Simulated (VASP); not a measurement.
# ScHg (Pm-3m) in VASP: further runs, part 2 of 2

VASP 6.6.1.

### 4 Single point, LDA

This run uses another cell than the first one, of 22.76 Å³/atom, 1.052 times its volume.

Contents of INCAR:

```
SYSTEM = ScHg
PREC = Accurate ; ENCUT = 520
EDIFF = 1E-6 ; ISMEAR = -1
SIGMA = 0.1 ; LREAL = .FALSE.
LASPH = .TRUE. ; NELM = 80
ALGO = Normal ; ISIF = 2
LWAVE = .FALSE. ; LCHARG = .TRUE.
GGA = CA ; LELF = .TRUE.
LVHAR = .TRUE. ; NBANDS = 18
```

Contents of KPOINTS:

```
Automatic mesh
0
G
  7 7 7
  0 0 0
```

Contents of POSCAR:

```
ScHg
1.0
    3.5704297767      0.0000000000      0.0000000000
    0.0000000000      3.5704297767      0.0000000000
    0.0000000000      0.0000000000      3.5704297767
Sc Hg
1 1
Direct
    0.5000000000      0.5000000000      0.5000000000
    0.0000000000      0.0000000000      0.0000000000
```

Potentials or basis: VASP PAW LDA potentials, release 64 (Sc_sv, Hg).

Command:

```
> cat potpaw_LDA.64/Sc_sv/POTCAR potpaw_LDA.64/Hg/POTCAR > POTCAR
> mpirun -np 1 vasp_std > vasp.out
```

OUTCAR:

```text
SYSTEM = ScHg
   PREC = Accurate
   ENCUT = 520
   EDIFF = 1E-6
   ISMEAR = -1
   LREAL = .FALSE.
   LASPH = .TRUE.
   NELM = 80
   ISIF = 2
   GGA = CA

 ion  position               nearest neighbor table
   1  0.500  0.500  0.500-   2 3.09   2 3.09   2 3.09   2 3.09   2 3.09   2 3.09   2 3.09   2 3.09

   2  0.000  0.000  0.000-   1 3.09   1 3.09   1 3.09   1 3.09   1 3.09   1 3.09   1 3.09   1 3.09

  LATTYP: Found a simple cubic cell.
 ALAT       =     3.5704297767

  Lattice vectors:

 A1 = (   3.5704297767,   0.0000000000,   0.0000000000)
 A2 = (   0.0000000000,   3.5704297767,   0.0000000000)
 A3 = (   0.0000000000,   0.0000000000,   3.5704297767)

Analysis of symmetry for initial positions (statically):
=====================================================================
 Subroutine PRICEL returns:
 Original cell was already a primitive cell.

 Routine SETGRP: Setting up the symmetry group for a
 simple cubic supercell.

 Subroutine GETGRP returns: Found 48 space group operations
 (whereof 48 operations were pure point group operations)
 out of a pool of 48 trial point group operations.

The static configuration has the point symmetry O_h .

Analysis of symmetry for dynamics (positions and initial velocities):
=====================================================================
 Subroutine PRICEL returns:
 Original cell was already a primitive cell.

 Routine SETGRP: Setting up the symmetry group for a
 simple cubic supercell.

 Subroutine GETGRP returns: Found 48 space group operations
 (whereof 48 operations were pure point group operations)
 out of a pool of 48 trial point group operations.

The dynamic configuration has the point symmetry O_h .

 Subroutine INISYM returns: Found 48 space group operations
 (whereof 48 operations are pure point group operations),
 and found     1 'primitive' translations

----------------------------------------------------------------------------------------

                                     Primitive cell

  volume of cell :      45.5157

  direct lattice vectors                    reciprocal lattice vectors
     3.570429777  0.000000000  0.000000000     0.280078327  0.000000000  0.000000000
     0.000000000  3.570429777  0.000000000     0.000000000  0.280078327  0.000000000
     0.000000000  0.000000000  3.570429777     0.000000000  0.000000000  0.280078327

  length of vectors
     3.570429777  3.570429777  3.570429777     0.280078327  0.280078327  0.280078327

  position of ions in fractional coordinates (direct lattice)
     0.500000000  0.500000000  0.500000000
     0.000000000  0.000000000  0.000000000

  ion indices of the primitive-cell ions
   primitive index   ion index
                 1           1
                 2           2

----------------------------------------------------------------------------------------

 KPOINTS: Automatic mesh

Automatic generation of k-mesh.
 Grid dimensions read from file:
 generate k-points for:    7    7    7

 Generating k-lattice:

  Cartesian coordinates                     Fractional coordinates (reciprocal lattice)
     0.040011190  0.000000000  0.000000000     0.142857143  0.000000000  0.000000000
     0.000000000  0.040011190  0.000000000     0.000000000  0.142857143  0.000000000
     0.000000000  0.000000000  0.040011190     0.000000000  0.000000000  0.142857143

  Length of vectors
     0.040011190  0.040011190  0.040011190

  Shift w.r.t. Gamma in fractional coordinates (k-lattice)
     0.000000000  0.000000000  0.000000000

 Subroutine IBZKPT returns following result:
 ===========================================

 Found     20 irreducible k-points:

 Following reciprocal coordinates:
            Coordinates               Weight
  0.000000  0.000000  0.000000      1.000000
  0.142857  0.000000  0.000000      6.000000
  0.285714  0.000000  0.000000      6.000000
  0.428571  0.000000  0.000000      6.000000
  0.142857  0.142857  0.000000     12.000000
  0.285714  0.142857  0.000000     24.000000
[... 12 lines left out ...]
  0.428571  0.428571  0.285714     24.000000
  0.428571  0.428571  0.428571      8.000000
   k-points           NKPTS =     20   k-points in BZ     NKDIM =     20   number of bands    NBANDS=     18
   number of dos      NEDOS =    301   number of ions     NIONS =      2
   total plane-waves  NPLWV =  21952
   dimension x,y,z NGX =    28 NGY =   28 NGZ =   28
   dimension x,y,z NGXF=    56 NGYF=   56 NGZF=   56
   ions per type =               1   1
   NGX,Y,Z   is equivalent  to a cutoff of  13.04, 13.04, 13.04 a.u.
   NGXF,Y,Z  is equivalent  to a cutoff of  26.07, 26.07, 26.07 a.u.
 SYSTEM =  ScHg
   PREC   = accura    normal or accurate (medium, high low for compatibility)
   ISTART =      0    job   : 0-new  1-cont  2-samecut
   ICHARG =      2    charge: 1-file 2-atom 10-const
   ISPIN  =      1    spin polarized calculation?
   LNONCOLLINEAR =      F non collinear calculations
   LSORBIT =      F    spin-orbit coupling
   LASPH  =      T    aspherical Exc in radial PAW
   ENCUT  =  520.0 eV  38.22 Ry    6.18 a.u.   6.64  6.64  6.64*2*pi/ulx,y,z
   NELM   =     80;   NELMIN=  2; NELMDL= -5     # of ELM steps
   EDIFF  = 0.1E-05   stopping-criterion for ELM
   LREAL  =      F    real-space projection
   EDIFFG = 0.1E-04   stopping-criterion for IOM
   NSW    =      0    number of steps for IOM
   IBRION =     -1    ionic relax: 0-MD 1-quasi-New 2-CG
   NFREE  =      0    steps in history (QN), initial steepest desc. (CG)
   ISIF   =      2    stress and relaxation
   ISYM   =      2    0-nonsym 1-usesym 2-fastsym
   POTIM  = 0.5000    time-step for ionic-motion
   TEBEG  =    0.0;   TEEND  =   0.0 temperature during run
   PSTRESS=    0.0 pullay stress
   NELECT =      23.0000    total number of electrons
   NUPDOWN=      -1.0000    fix difference up-down
   EMIN   =  10.00;   EMAX   =-10.00  energy-range for DOS
   EFERMI =   0.00;   METHOD = LEGACY
   ISMEAR =    -1;   SIGMA  =   0.10  broadening in eV -4-tet -1-fermi 0-gaus
   EFERMI_NEDOS =   21; number of points for ismear=-14 and -15
   IALGO  =     38    algorithm
   IMIX   =      4    mixing-type and parameters
     AMIX     =   0.40;   BMIX     =  1.00
     AMIX_MAG =   1.60;   BMIX_MAG =  1.00
  volume/ion in A,a.u.               =      22.76       153.58
  Fermi-wavevector in a.u.,A,eV,Ry     =   1.303958  2.464123 23.134075  1.700307
  Thomas-Fermi vector in A             =   2.434926
   LORBIT       =      0    0 simple, 1 ext, 2 COOP (PROOUT), +10 PAW based schemes
   GGA     = CA    functional components
   LHFCALC =     F    Hartree Fock is set to
   AEXX    =    0.0000 exact exchange contribution
   IVDW    =     0    specifies the selected vdW correction
   LEPSILON=     F    determine dielectric tensor
   LRPA    =     F    only Hartree local field effects (RPA)
 non-spin polarized calculation
  energy-cutoff  :      520.00
  volume of cell :       45.52
 maximum number of plane-waves:      1243
 NGX is ok and might be reduce to    28
   NGX = 13   NGY = 13   NGZ = 13

 number of electron      23.0000004 magnetization

 Free energy of the ion-electron system (eV)
  ---------------------------------------------------
  ext. energy  EPLUGINS =         0.00000000
  ---------------------------------------------------
  free energy    TOTEN  =        -8.73939646 eV

  energy without entropy =       -8.67089802  energy(sigma->0) =       -8.70514724

 E-fermi :   3.7564     XC(G=0): -10.9388

 val. band max:        3.6520852991   @ k =   0.4286   0.2857   0.1429
 cond. band min:       3.7939216574   @ k =   0.4286   0.2857   0.0000
 fundamental gap:      0.1418363583
 Fermi energy:         3.7563992191

 k-point     1 :       0.0000    0.0000    0.0000
  band No.  band energies     occupation
      1     -45.8652      2.00000
      2     -24.7734      2.00000
      3     -24.7734      2.00000
      4     -24.7734      2.00000
      5      -4.3866      2.00000
      6      -3.9274      2.00000
[... 10 lines left out ...]
     17       8.4609      0.00000
     18       8.4609      0.00000
[... 379 lines left out ...]
 k-point    20 :       0.4286    0.4286    0.4286
  band No.  band energies     occupation
      1     -45.8462      2.00000
      2     -24.8427      2.00000
      3     -24.8427      2.00000
      4     -24.8426      2.00000
      5      -3.7750      2.00000
      6      -3.7413      2.00000
[... 10 lines left out ...]
     17       8.7273      0.00000
     18       8.7273      0.00000

------------------------ aborting loop because EDIFF is reached ----------------------------------------

  FORCE on cell =-STRESS in cart. coord.  units (eV):
  Direction    XX          YY          ZZ          XY          YZ          ZX
  --------------------------------------------------------------------------------------
  -------------------------------------------------------------------------------------
  Total       -2.4739966     -2.4739966     -2.4739966      0.0000000      0.0000000     -0.0000000
  in kB      -87.0859698    -87.0859698    -87.0859698      0.0000000      0.0000000     -0.0000000
  external PRESSURE =     -87.0859698 kB  Pullay stress =       0.0000000 kB

 VOLUME and BASIS-vectors are now :
 -----------------------------------------------------------------------------
  energy-cutoff  :      520.00
  volume of cell :       45.52
      direct lattice vectors                 reciprocal lattice vectors
     3.570429777  0.000000000  0.000000000     0.280078327  0.000000000  0.000000000
     0.000000000  3.570429777  0.000000000     0.000000000  0.280078327  0.000000000
     0.000000000  0.000000000  3.570429777     0.000000000  0.000000000  0.280078327

 POSITION                                       TOTAL-FORCE (eV/Angst)
 -----------------------------------------------------------------------------------
      1.78521      1.78521      1.78521         0.000000      0.000000      0.000000
      0.00000      0.00000      0.00000         0.000000      0.000000      0.000000
 -----------------------------------------------------------------------------------
    total drift:                                0.000000      0.000000      0.000000

  FREE ENERGIE OF THE ION-ELECTRON SYSTEM (eV)
  ---------------------------------------------------
  free  energy   TOTEN  =        -8.7393964624 eV

  energy  without entropy=       -8.6708980217  energy(sigma->0) =       -8.70514724
```

Run time: 14 s. Hardware: 1 thread of AMD EPYC 7R13 (Zen 3), shared host; peak memory 0.12 GiB.

Results:

```yaml
Free_energy: -8.7394 eV
Pressure: -8.7 GPa
```

Caveat: spin-orbit coupling is left out, which moves the levels of the heavy elements.

### 5 Overview

| cell | gap on the mesh (eV) | pressure (GPa) |
| --- | --- | --- |
| a = 3.511 Å, 2 atoms | none | -5.6 |
| a = 3.541 Å, 2 atoms | none | -7.3 |
| a = 3.570 Å, 2 atoms | none | -8.7 |

Alike in all rows: task single point; level LDA; potentials or basis VASP PAW LDA potentials, release 64 (Sc_sv, Hg); no spin polarisation; k mesh 7 × 7 × 7; cutoff (eV) 520; smearing fermi-dirac 0.1 eV.

Caveats: spin-orbit coupling is left out, which moves the levels of the heavy elements.

Absolute energies hang on the potentials; compare differences alone.
